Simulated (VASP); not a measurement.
The system is KTaO3.

```
Ta K O
1.0
     3.98830    0.00000    0.00000
     0.00000    3.98830    0.00000
     0.00000    0.00000    3.98830
Ta K O
1 1 3
Cartesian
  0.0000 0.0000 0.0000
  1.9942 1.9942 1.9942
  0.0000 0.0000 1.9942
  0.0000 1.9942 0.0000
  1.9942 0.0000 0.0000
```

| Property | Result |
| --- | --- |
| Program | VASP 6.6.1 |
| Task | relaxation of cell and atoms |
| Functional | r2SCAN |
| Potentials or basis | VASP PAW PBE potentials, release 64 (Ta_pv, K_sv, O) |
| Cutoff | 600 eV |
| k mesh | 7 × 7 × 7 |
| Occupations | fermi-dirac, width 0.05 eV |
| Spin | no spin polarisation |
| Hubbard terms | Ta d U = 6.0 eV |

At the start: pressure 7.4 GPa; volume 12.69 Å³/atom.

Task: Where does the relaxation end?

Result: Over 3 steps the energy falls by 9.9 meV/atom and the volume is 13.14 Å³/atom (+3.5 %); space group Pm-3m (No. 221, to 0.1 Å) before and after.

Step by step:
| step | energy change (eV) | largest force (eV/Å) | pressure (GPa) | volume (Å³) |
| --- | --- | --- | --- | --- |
| 1 | 0.0000 | 0.0000 | 7.39 | 63.44 |
| 2 | 0.0463 | 0.0000 | -8.85 | 68.97 |
| 3 | -0.0493 | 0.0000 | -0.07 | 65.68 |

Final structure:
```
Ta K O
1.0
     4.03465    0.00000    0.00000
     0.00000    4.03465    0.00000
     0.00000    0.00000    4.03465
Ta K O
1 1 3
Direct
  0.00000 0.00000 0.00000
  0.50000 0.50000 0.50000
  0.00000 0.00000 0.50000
  0.00000 0.50000 0.00000
  0.50000 0.00000 0.00000
```

Caveat: the PAW data sets were made with another functional, which shifts forces and pressure a little.
